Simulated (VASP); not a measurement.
# Ga2O3 (R-3c) in VASP: a series of runs

Aim: see how the results for Ga2O3 move with the level of theory and the settings. Levels: PBE, r2SCAN. Tasks: single point.

Program: VASP 6.6.1. These are calculated values, not measurements. Logs are shortened: lines on timing, memory, paths and dates and some standing lists are left out, and cuts for length are marked.

## Step 1: The cell of the first run

It takes space group R-3c (No. 167, trigonal). Conventional cell: a = 5.058 Å, b = 5.058 Å, c = 13.623 Å, α = 90.00°, β = 90.00°, γ = 120.00°. Within 2.6 Å of Ga (site symmetry 3) lie 6 O at 1.95 to 2.10 Å. Within 2.9 Å of O (site symmetry 2) lie 4 Ga at 1.95 to 2.10 Å and 8 O at 2.66 to 2.88 Å.

## Step 2: Single point, PBE

Contents of INCAR:

```
SYSTEM = Ga2O3
PREC     = Accurate       ! precision mode
ENCUT    = 520            ! plane-wave cutoff, eV
EDIFF    = 1E-6           ! SCF threshold, eV
ISMEAR   = -1             ! smearing method
SIGMA    = 0.02           ! smearing width, eV
LREAL    = .False.        ! projectors in reciprocal space
LASPH    = .True.         ! aspherical terms in the spheres
NELM     = 100            ! most SCF steps
ALGO     = Normal         ! electronic algorithm
ISIF     = 2              ! what is computed and relaxed
LWAVE    = .False.        ! write WAVECAR
LCHARG   = .False.        ! write CHGCAR
GGA      = PE             ! functional
NBANDS   = 55             ! bands
```

Contents of KPOINTS:

```
regular mesh
0
Gamma
  6 6 6
  0 0 0
```

Contents of POSCAR:

```
Ga2O3
1.0
    2.5288850112      1.4600524420      4.5410089292
   -2.5288850112      1.4600524420      4.5410089292
    0.0000000000     -2.9201048839      4.5410089292
Ga O
4 6
Direct
    0.8558408841      0.8558408841      0.8558408841
    0.3558408841      0.3558408841      0.3558408841
    0.1441591159      0.1441591159      0.1441591159
    0.6441591159      0.6441591159      0.6441591159
    0.4468690112      0.0531309888      0.7500000000
    0.0531309888      0.7500000000      0.4468690112
    0.5531309888      0.9468690112      0.2500000000
    0.2500000000      0.5531309888      0.9468690112
    0.9468690112      0.2500000000      0.5531309888
    0.7500000000      0.4468690112      0.0531309888
```

Potentials or basis: VASP PAW PBE potentials, release 64 (Ga_d, O).

Run with:

```console
$ cat potpaw_PBE.64/Ga_d/POTCAR potpaw_PBE.64/O/POTCAR > POTCAR
$ mpirun -np 1 vasp_std > vasp.out
```

OUTCAR:

```text
SYSTEM = Ga2O3
   PREC = Accurate
   ENCUT = 520
   EDIFF = 1E-6
   ISMEAR = -1
   LREAL = .False.
   LASPH = .True.
   NELM = 100
   ISIF = 2
   GGA = PE

 ion  position               nearest neighbor table
   1  0.856  0.856  0.856-   7 1.95   8 1.95   9 1.95   6 2.10   5 2.10  10 2.10   4 2.88
   2  0.356  0.356  0.356-   5 1.95   6 1.95  10 1.95   8 2.10   7 2.10   9 2.10   3 2.88
   3  0.144  0.144  0.144-   5 1.95  10 1.95   6 1.95   9 2.10   7 2.10   8 2.10   2 2.88
   4  0.644  0.644  0.644-   7 1.95   9 1.95   8 1.95  10 2.10   5 2.10   6 2.10   1 2.88
   5  0.447  0.053  0.750-   2 1.95   3 1.95   1 2.10   4 2.10
   6  0.053  0.750  0.447-   2 1.95   3 1.95   1 2.10   4 2.10
   7  0.553  0.947  0.250-   1 1.95   4 1.95   3 2.10   2 2.10
   8  0.250  0.553  0.947-   1 1.95   4 1.95   2 2.10   3 2.10
   9  0.947  0.250  0.553-   4 1.95   1 1.95   3 2.10   2 2.10
  10  0.750  0.447  0.053-   3 1.95   2 1.95   4 2.10   1 2.10

  LATTYP: Found a trigonal (rhomboedric) cell.
 ALAT       =     5.3988679025
 COS(alpha) =     0.5611836937

  Lattice vectors:

 A1 = (   2.5288850112,   1.4600524420,   4.5410089292)
 A2 = (  -2.5288850112,   1.4600524420,   4.5410089292)
 A3 = (   0.0000000000,  -2.9201048839,   4.5410089292)

Analysis of symmetry for initial positions (statically):
=====================================================================
 Subroutine PRICEL returns:
 Original cell was already a primitive cell.

 Routine SETGRP: Setting up the symmetry group for a
 trigonal (rhombohedral) supercell.

 Subroutine GETGRP returns: Found 12 space group operations
 (whereof  6 operations were pure point group operations)
 out of a pool of 12 trial point group operations.

The static configuration has the point symmetry S_6 .
 The point group associated with its full space group is D_3d.

Analysis of symmetry for dynamics (positions and initial velocities):
=====================================================================
 Subroutine PRICEL returns:
 Original cell was already a primitive cell.

 Routine SETGRP: Setting up the symmetry group for a
 trigonal (rhombohedral) supercell.

 Subroutine GETGRP returns: Found 12 space group operations
 (whereof  6 operations were pure point group operations)
 out of a pool of 12 trial point group operations.

The dynamic configuration has the point symmetry S_6 .
 The point group associated with its full space group is D_3d.

 Subroutine INISYM returns: Found 12 space group operations
 (whereof  6 operations are pure point group operations),
 and found     1 'primitive' translations

----------------------------------------------------------------------------------------

                                     Primitive cell

  volume of cell :     100.6007

  direct lattice vectors                    reciprocal lattice vectors
     2.528885011  1.460052442  4.541008929     0.197715593  0.114151151  0.073405126
    -2.528885011  1.460052442  4.541008929    -0.197715593  0.114151151  0.073405126
     0.000000000 -2.920104884  4.541008929     0.000000000 -0.228302302  0.073405126

  length of vectors
     5.398867902  5.398867902  5.398867902     0.239812955  0.239812955  0.239812955

  position of ions in fractional coordinates (direct lattice)
     0.855840884  0.855840884  0.855840884
     0.355840884  0.355840884  0.355840884
     0.144159116  0.144159116  0.144159116
     0.644159116  0.644159116  0.644159116
     0.446869011  0.053130989  0.750000000
     0.053130989  0.750000000  0.446869011
     0.553130989  0.946869011  0.250000000
     0.250000000  0.553130989  0.946869011
     0.946869011  0.250000000  0.553130989
     0.750000000  0.446869011  0.053130989

  ion indices of the primitive-cell ions
   primitive index   ion index
                 1           1
                 2           2
                 3           3
                 4           4
                 5           5
                 6           6
                 7           7
                 8           8
                 9           9
                10          10

----------------------------------------------------------------------------------------

 KPOINTS: regular mesh

Automatic generation of k-mesh.
 Grid dimensions read from file:
 generate k-points for:    6    6    6

 Generating k-lattice:

  Cartesian coordinates                     Fractional coordinates (reciprocal lattice)
     0.032952599  0.019025192  0.012234188     0.166666667  0.000000000  0.000000000
    -0.032952599  0.019025192  0.012234188     0.000000000  0.166666667  0.000000000
     0.000000000 -0.038050384  0.012234188     0.000000000  0.000000000  0.166666667

  Length of vectors
     0.039968826  0.039968826  0.039968826

  Shift w.r.t. Gamma in fractional coordinates (k-lattice)
     0.000000000  0.000000000  0.000000000

 Subroutine IBZKPT returns following result:
 ===========================================

 Found     32 irreducible k-points:

 Following reciprocal coordinates:
            Coordinates               Weight
  0.000000  0.000000  0.000000      1.000000
  0.166667  0.000000 -0.000000      6.000000
  0.333333 -0.000000 -0.000000      6.000000
  0.500000 -0.000000  0.000000      3.000000
  0.166667  0.166667 -0.000000      6.000000
  0.333333  0.166667  0.000000     12.000000
[... 16 lines left out ...]
  0.500000  0.500000  0.166667      6.000000
 -0.333333  0.500000  0.166667     12.000000
 [... further k-points ...]
   k-points           NKPTS =     32   k-points in BZ     NKDIM =     32   number of bands    NBANDS=     55
   number of dos      NEDOS =    301   number of ions     NIONS =     10
   total plane-waves  NPLWV =  64000
   dimension x,y,z NGX =    40 NGY =   40 NGZ =   40
   dimension x,y,z NGXF=    80 NGYF=   80 NGZF=   80
   ions per type =               4   6
   NGX,Y,Z   is equivalent  to a cutoff of  12.32, 12.32, 12.32 a.u.
   NGXF,Y,Z  is equivalent  to a cutoff of  24.63, 24.63, 24.63 a.u.
 SYSTEM =  Ga2O3
   PREC   = accura    normal or accurate (medium, high low for compatibility)
   ISTART =      0    job   : 0-new  1-cont  2-samecut
   ICHARG =      2    charge: 1-file 2-atom 10-const
   ISPIN  =      1    spin polarized calculation?
   LNONCOLLINEAR =      F non collinear calculations
   LSORBIT =      F    spin-orbit coupling
   LASPH  =      T    aspherical Exc in radial PAW
   ENCUT  =  520.0 eV  38.22 Ry    6.18 a.u.  10.04 10.04 10.04*2*pi/ulx,y,z
   NELM   =    100;   NELMIN=  2; NELMDL= -5     # of ELM steps
   EDIFF  = 0.1E-05   stopping-criterion for ELM
   LREAL  =      F    real-space projection
[... 7 lines left out ...]
   TEBEG  =    0.0;   TEEND  =   0.0 temperature during run
   PSTRESS=    0.0 pullay stress
   NELECT =      88.0000    total number of electrons
   NUPDOWN=      -1.0000    fix difference up-down
   EMIN   =  10.00;   EMAX   =-10.00  energy-range for DOS
   EFERMI =   0.00;   METHOD = LEGACY
   ISMEAR =    -1;   SIGMA  =   0.02  broadening in eV -4-tet -1-fermi 0-gaus
   EFERMI_NEDOS =   21; number of points for ismear=-14 and -15
   IALGO  =     38    algorithm
   IMIX   =      4    mixing-type and parameters
     AMIX     =   0.40;   BMIX     =  1.00
     AMIX_MAG =   1.60;   BMIX_MAG =  1.00
  volume/ion in A,a.u.               =      10.06        67.89
  Fermi-wavevector in a.u.,A,eV,Ry     =   1.565676  2.958699 33.352541  2.451343
  Thomas-Fermi vector in A             =   2.668117
   LORBIT       =      0    0 simple, 1 ext, 2 COOP (PROOUT), +10 PAW based schemes
   GGA     = PE    functional components
   LHFCALC =     F    Hartree Fock is set to
   AEXX    =    0.0000 exact exchange contribution
   IVDW    =     0    specifies the selected vdW correction
   LEPSILON=     F    determine dielectric tensor
   LRPA    =     F    only Hartree local field effects (RPA)
 non-spin polarized calculation
  energy-cutoff  :      520.00
  volume of cell :      100.60
 maximum number of plane-waves:      2730
   NGX = 21   NGY = 21   NGZ = 21

 number of electron      88.0000003 magnetization

 Free energy of the ion-electron system (eV)
  ---------------------------------------------------
  ext. energy  EPLUGINS =         0.00000000
  ---------------------------------------------------
  free energy    TOTEN  =       -59.39333865 eV

  energy without entropy =      -59.39333865  energy(sigma->0) =      -59.39333865

 E-fermi :   4.5429     XC(G=0): -11.9621

 val. band max:        4.1056340849   @ k =  -0.1667   0.1667   0.0000
 cond. band min:       6.4974792778   @ k =   0.0000   0.0000   0.0000
 fundamental gap:      2.3918451929
 Fermi energy:         4.5428846719

 k-point     1 :       0.0000    0.0000    0.0000
  band No.  band energies     occupation
      1     -14.5779      2.00000
      2     -12.7187      2.00000
      3     -12.7187      2.00000
      4     -12.6948      2.00000
      5     -12.6763      2.00000
      6     -12.6763      2.00000
[... 47 lines left out ...]
     54      14.9971      0.00000
     55      16.0703      0.00000

 k-point     2 :       0.1667    0.0000   -0.0000
  band No.  band energies     occupation
      1     -14.4599      2.00000
      2     -12.8412      2.00000
      3     -12.7308      2.00000
      4     -12.7261      2.00000
      5     -12.6856      2.00000
      6     -12.6654      2.00000
[... 47 lines left out ...]
     54      15.5950      0.00000
     55      15.8930      0.00000

 k-point     3 :       0.3333   -0.0000   -0.0000
  band No.  band energies     occupation
      1     -14.1302      2.00000
      2     -13.1887      2.00000
      3     -12.7621      2.00000
      4     -12.7526      2.00000
      5     -12.6925      2.00000
      6     -12.6774      2.00000
[... 1152 lines left out ...]
 k-point    23 :       0.5000    0.5000    0.1667
  band No.  band energies     occupation
      1     -13.7925      2.00000
      2     -13.2586      2.00000
      3     -12.9761      2.00000
      4     -12.8146      2.00000
      5     -12.7555      2.00000
      6     -12.6829      2.00000
[... 47 lines left out ...]
     54      16.0223      0.00000
     55      16.1063      0.00000

 k-point    24 :      -0.3333    0.5000    0.1667
  band No.  band energies     occupation
      1     -13.6143      2.00000
      2     -13.3247      2.00000
      3     -13.0383      2.00000
      4     -12.9237      2.00000
      5     -12.7127      2.00000
      6     -12.6738      2.00000
[... 47 lines left out ...]
     54      15.8577      0.00000
     55      16.1498      0.00000

 [... further k-points ...]
[... 5 lines left out ...]
  --------------------------------------------------------------------------------------
  -------------------------------------------------------------------------------------
  Total        0.6350088      0.6350088      0.5566095     -0.0000000      0.0000000      0.0000000
  in kB       10.1132137     10.1132137      8.8646178     -0.0000000      0.0000000      0.0000000
  external PRESSURE =       9.6970151 kB  Pullay stress =       0.0000000 kB

 VOLUME and BASIS-vectors are now :
 -----------------------------------------------------------------------------
  energy-cutoff  :      520.00
  volume of cell :      100.60
      direct lattice vectors                 reciprocal lattice vectors
     2.528885011  1.460052442  4.541008929     0.197715593  0.114151151  0.073405126
    -2.528885011  1.460052442  4.541008929    -0.197715593  0.114151151  0.073405126
     0.000000000 -2.920104884  4.541008929     0.000000000 -0.228302302  0.073405126

 POSITION                                       TOTAL-FORCE (eV/Angst)
 -----------------------------------------------------------------------------------
      0.00000      0.00000     11.65914         0.000000      0.000000      0.011389
      0.00000      0.00000      4.84763         0.000000      0.000000      0.011389
      0.00000      0.00000      1.96388         0.000000     -0.000000     -0.011389
      0.00000      0.00000      8.77540         0.000000     -0.000000     -0.011389
      0.99572     -1.46005      5.67626         0.001064      0.000000     -0.000000
     -1.76230     -0.13229      5.67626        -0.000532     -0.000921     -0.000000
     -0.99572      1.46005      7.94677        -0.001064      0.000000     -0.000000
     -0.76658     -1.59234      7.94677         0.000532     -0.000921     -0.000000
      1.76230      0.13229      7.94677         0.000532      0.000921     -0.000000
      0.76658      1.59234      5.67626        -0.000532      0.000921     -0.000000
 -----------------------------------------------------------------------------------
    total drift:                               -0.000000     -0.000000      0.000000

  FREE ENERGIE OF THE ION-ELECTRON SYSTEM (eV)
  ---------------------------------------------------
  free  energy   TOTEN  =       -59.3933386513 eV

  energy  without entropy=      -59.3933386513  energy(sigma->0) =      -59.39333865
```

Run time: 5.8 min. Hardware: 1 thread of AMD EPYC 7R13, shared host; peak memory 0.31 GiB.

Results:

```
Free energy            : -59.3933 eV
Pressure               : 1.0 GPa
Largest force          : 0.011 eV/Å
Band gap on the k mesh : 2.39 eV (least direct gap 2.62 eV)
```

Forces in eV/Å, atoms in the order of the input:
```
Ga   0.000  0.000  0.011
Ga   0.000  0.000  0.011
Ga   0.000  0.000 -0.011
Ga   0.000  0.000 -0.011
O    0.001  0.000  0.000
O   -0.001 -0.001  0.000
O   -0.001  0.000  0.000
O    0.001 -0.001  0.000
O    0.001  0.001  0.000
O   -0.001  0.001  0.000
```

## Step 3: Single point, r2SCAN

This run uses another cell than the first one, of 9.64 Å³/atom.

Contents of POSCAR:

```
Ga2O3
1.0
    2.4922599282      1.4389069404      4.4806442070
   -2.4922599282      1.4389069404      4.4806442070
    0.0000000000     -2.8778138808      4.4806442070
Ga O
4 6
Direct
    0.8554260990      0.8554260990      0.8554260990
    0.3554260990      0.3554260990      0.3554260990
    0.1445739010      0.1445739010      0.1445739010
    0.6445739010      0.6445739010      0.6445739010
    0.4463667103      0.0536332897      0.7500000000
    0.0536332897      0.7500000000      0.4463667103
    0.5536332897      0.9463667103      0.2500000000
    0.2500000000      0.5536332897      0.9463667103
    0.9463667103      0.2500000000      0.5536332897
    0.7500000000      0.4463667103      0.0536332897
```

Contents of INCAR.step1:

```
PREC = Accurate
ENCUT = 520
ISMEAR = -1
SIGMA = 0.02
LREAL = F
LASPH = T
NELM = 80
NBANDS = 55
GGA = PE
ALGO = Normal
EDIFF = 1E-4
LWAVE = T
LCHARG = F
```

Contents of INCAR.step2:

```
PREC = Accurate
ENCUT = 520
EDIFF = 1E-6
ISMEAR = -1
SIGMA = 0.02
LREAL = F
LASPH = T
NELM = 80
ALGO = Normal
ISIF = 2
LWAVE = F
LCHARG = F
METAGGA = R2SCAN
LMIXTAU = T
NBANDS = 55
ISTART = 1
```

Contents of KPOINTS:

```
Automatic mesh
0
Gamma
  6 6 6
```

Potentials or basis: VASP PAW PBE potentials, release 64 (Ga_d, O).

Run with:

```console
$ cat potpaw_PBE.64/Ga_d/POTCAR potpaw_PBE.64/O/POTCAR > POTCAR
$ cp INCAR.step1 INCAR
$ mpirun -np 1 vasp_std > vasp.out
$ cp INCAR.step2 INCAR
$ mpirun -np 1 vasp_std > vasp.out
```

Run time: 20 min. Hardware: 1 thread of AMD EPYC 7R13, shared host; peak memory 0.33 GiB.

It converged, with:

```
Free energy            : -102.3286 eV
Pressure               : 1.9 GPa
Largest force          : 0.041 eV/Å
Band gap on the k mesh : 3.54 eV (least direct gap 3.80 eV)
```

Forces on the atoms (eV/Å):
```
Ga   0.000  0.000 -0.034
Ga   0.000  0.000 -0.034
Ga   0.000  0.000  0.034
Ga   0.000  0.000  0.034
O    0.041  0.000  0.000
O   -0.021 -0.036  0.000
O   -0.041  0.000  0.000
O    0.021 -0.036  0.000
O    0.021  0.036  0.000
O   -0.021  0.036  0.000
```

Stress tensor (GPa, compression positive):
```
2.12 0.00 0.00
0.00 2.12 0.00
0.00 0.00 1.44
```

Levels at points of the mesh, in eV from the valence-band top:
```tsv
k point	band 41	band 42	band 43	band 44	band 45	band 46	band 47	band 48
(0.00, 0.00, 0.00)	-0.31	-0.31	-0.26	-0.26	3.54	7.50	7.66	9.78
(0.50, 0.00, 0.00)	-1.00	-1.00	-0.16	-0.16	7.21	7.21	7.54	7.54
(0.50, 0.50, 0.00)	-0.87	-0.70	-0.25	-0.14	7.37	7.56	8.43	8.58
(0.50, 0.50, 0.50)	-0.30	-0.30	-0.30	-0.30	6.64	6.64	8.72	8.72
```

Caveat: the PAW data sets were made with another functional, which shifts forces and pressure a little. A k mesh can miss the band edges.

## Step 4: Single point, r2SCAN

This run uses another cell than the first one, of 9.64 Å³/atom.

POSCAR is that of step 3.

Contents of INCAR.step1:

```
SYSTEM = Ga2O3
  PREC = Accurate
  ENCUT = 520
  ISMEAR = 0
  SIGMA = 0.01
  LREAL = .False.
  LASPH = .True.
  NELM = 80
  NBANDS = 55
  GGA = PE
  ALGO = Normal
  EDIFF = 1E-4
  LWAVE = .True.
  LCHARG = .False.
```

Contents of INCAR.step2:

```
SYSTEM = Ga2O3
  PREC = Accurate
  ENCUT = 520
  EDIFF = 1E-7
  ISMEAR = 0
  SIGMA = 0.01
  LREAL = .False.
  LASPH = .True.
  NELM = 80
  ALGO = Normal
  ISIF = 2
  LWAVE = .False.
  LCHARG = .True.
  METAGGA = R2SCAN
  LMIXTAU = .True.
  LELF = .True.
  LVHAR = .True.
  NBANDS = 55
  ISTART = 1
```

Contents of KPOINTS:

```
regular mesh
0
Gamma
  6 6 6
  0 0 0
```

Run with:

```console
$ cat potpaw_PBE.64/Ga_d/POTCAR potpaw_PBE.64/O/POTCAR > POTCAR
$ cp INCAR.step1 INCAR
$ mpirun -np 1 vasp_std > vasp.out
$ cp INCAR.step2 INCAR
$ mpirun -np 1 vasp_std > vasp.out
```

Wall time 22 min (1 thread of AMD EPYC 7R13, shared host); peak memory 0.33 GiB.

The run converged. Its results:

| Property | Result |
| --- | --- |
| Free energy | -102.3286 eV |
| Pressure | 1.9 GPa |
| Largest force | 0.041 eV/Å |
| Band gap on the k mesh | 3.54 eV (least direct gap 3.80 eV) |

Forces in eV/Å, atoms in the order of the input:
```
Ga   0.000  0.000 -0.034
Ga   0.000  0.000 -0.034
Ga   0.000  0.000  0.034
Ga   0.000  0.000  0.034
O    0.041  0.000  0.000
O   -0.021 -0.036  0.000
O   -0.041  0.000  0.000
O    0.021 -0.036  0.000
O    0.021  0.036  0.000
O   -0.021  0.036  0.000
```

Stress tensor (GPa, compression positive):
```
2.14 0.00 0.00
0.00 2.14 0.00
0.00 0.00 1.46
```

Levels at points of the mesh, in eV from the valence-band top:
```csv
k point,band 42,band 43,band 44,band 45,band 46,band 47
"(0.00, 0.00, 0.00)",-0.31,-0.26,-0.26,3.54,7.50,7.66
"(0.50, 0.00, 0.00)",-1.00,-0.16,-0.16,7.21,7.21,7.54
"(0.50, 0.50, 0.00)",-0.70,-0.25,-0.14,7.37,7.56,8.43
"(0.50, 0.50, 0.50)",-0.30,-0.30,-0.30,6.64,6.64,8.72
```

Caveat: the PAW data sets were made with another functional, which shifts forces and pressure a little.

## Step 5: The runs side by side

```csv
level,cell,smearing,gap on the mesh (eV),pressure (GPa),largest force (eV/Å)
PBE,"a = 5.399 Å, angles 55.9°, 10 atoms, atomic positions A",fermi-dirac 0.02 eV,2.39,1.0,0.01
r2SCAN,"a = 5.325 Å, angles 55.8°, 10 atoms, atomic positions B",fermi-dirac 0.02 eV,3.54,1.9,0.04
r2SCAN,"a = 5.325 Å, angles 55.8°, 10 atoms, atomic positions B",gaussian 0.01 eV,3.54,1.9,0.04
```

Alike in all rows: task single point; potentials or basis VASP PAW PBE potentials, release 64 (Ga_d, O); no spin polarisation; k mesh 6 × 6 × 6; cutoff (eV) 520.

Caveats: the PAW data sets were made with another functional, which shifts forces and pressure a little (at least some runs).

Total energies depend on the potentials used, so only differences within one code and one set of settings carry meaning.
